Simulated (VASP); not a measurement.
Here is a VASP 6.6.1 calculation.

Contents of INCAR:

```
SYSTEM = Si3N4
ALGO     = Normal         ! electronic algorithm
EDIFF    = 1E-6           ! SCF threshold, eV
ENCUT    = 520            ! plane-wave cutoff, eV
GGA      = PE             ! functional
ISIF     = 2              ! what is computed and relaxed
ISMEAR   = 0              ! smearing method
IVDW     = 12             ! dispersion correction
LASPH    = .True.         ! aspherical terms in the spheres
LCHARG   = .False.        ! write CHGCAR
LREAL    = .False.        ! projectors in reciprocal space
LWAVE    = .False.        ! write WAVECAR
NBANDS   = 45             ! bands
NELM     = 100            ! most SCF steps
PREC     = Accurate       ! precision mode
SIGMA    = 0.1            ! smearing width, eV
```

File KPOINTS:

```
k-points
0
Gamma
  3 3 8
  0 0 0
```

The input POSCAR:

```
Si3N4
1.0
    7.6198840364      0.0000000000      0.0000000000
   -3.8099420182      6.5990131494      0.0000000000
    0.0000000000      0.0000000000      2.9103447642
Si N
6 8
Direct
    0.7678567702      0.1742007360      0.3256295939
    0.5936560342      0.7678567702      0.8256295939
    0.8257992640      0.5936560342      0.3256295939
    0.2321432298      0.8257992640      0.8256295939
    0.4063439658      0.2321432298      0.3256295939
    0.1742007360      0.4063439658      0.8256295939
    0.0299234646      0.3299788309      0.3256284738
    0.6999446337      0.0299234646      0.8256284738
    0.6700211691      0.6999446337      0.3256284738
    0.9700765354      0.6700211691      0.8256284738
    0.3000553663      0.9700765354      0.3256284738
    0.3299788309      0.3000553663      0.8256284738
    0.3333333333      0.6666666667     -0.1743742030
    0.6666666667      0.3333333333      0.3256257970
```

Potentials or basis: VASP PAW PBE potentials, release 64 (Si, N).

Run with:

```sh
$ cat potpaw_PBE.64/Si/POTCAR potpaw_PBE.64/N/POTCAR > POTCAR
$ mpirun -np 1 vasp_std > vasp.out
```

Q: Estimate the band gap on the k mesh.

A: 4.33 eV (least direct gap 4.52 eV).

Q: What does it give for the dispersion energy per atom?

A: -0.256 eV.

Forces on the atoms (eV/Å):
```
Si   0.024 -0.015  0.000
Si   0.025  0.013  0.000
Si   0.001  0.028  0.000
Si  -0.024  0.015  0.000
Si  -0.025 -0.013  0.000
Si  -0.001 -0.028  0.000
N   -0.003  0.001  0.000
N   -0.002 -0.002  0.000
N    0.000 -0.003  0.000
N    0.003 -0.001  0.000
N    0.002  0.002  0.000
N    0.000  0.003  0.000
N    0.000  0.000  0.000
N    0.000  0.000  0.000
```

A k mesh can miss the band edges. Expect the measured gap to be larger: semilocal functionals such as PBE lack the derivative discontinuity.
